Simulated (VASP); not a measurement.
A run of VASP 6.6.1:

File POSCAR:

```
TcB
1.0
    2.8754319300      0.0000000000      0.0000000000
   -1.4377159700      2.4901971000      0.0000000000
    0.0000000000      0.0000000000      5.9458570000
Tc B
2 2
Direct
    0.0000000000      0.0000000000      0.0000000000
    0.0000000000      0.0000000000      0.5000000000
    0.6666666700      0.3333333300      0.7500000000
    0.3333333300      0.6666666700      0.2500000000
```

The input INCAR.step1:

```
PREC = Accurate ; ENCUT = 520
ISMEAR = 1 ; SIGMA = 0.05
LREAL = F ; LASPH = T
NELM = 60 ; NBANDS = 24
GGA = PE ; ALGO = Normal
EDIFF = 1E-4 ; LWAVE = T
LCHARG = F
```

INCAR.step2

```
PREC = Accurate ; ENCUT = 520
EDIFF = 1E-7 ; ISMEAR = 1
SIGMA = 0.05 ; LREAL = F
LASPH = T ; NELM = 60
ALGO = Normal ; ISIF = 2
LWAVE = F ; LCHARG = T
METAGGA = R2SCAN ; LMIXTAU = T
LELF = T ; LVHAR = T
NBANDS = 24 ; ISTART = 1
```

KPOINTS

```
Automatic mesh
0
Gamma
  9 9 4
```

Potentials or basis: VASP PAW PBE potentials, release 64 (Tc_pv, B).

The run is started by

```bash
$ cat potpaw_PBE.64/Tc_pv/POTCAR potpaw_PBE.64/B/POTCAR > POTCAR
$ cp INCAR.step1 INCAR
$ mpirun -np 1 vasp_std > vasp.out
$ cp INCAR.step2 INCAR
$ mpirun -np 1 vasp_std > vasp.out
```

Hardware: 1 thread of Intel Xeon 8259CL, on a shared host.

Estimate the wall time of this run.

Run time: 2.5 min on 1 thread of Intel Xeon 8259CL (shared host), peak memory 0.19 GiB. Counts: k points 36.
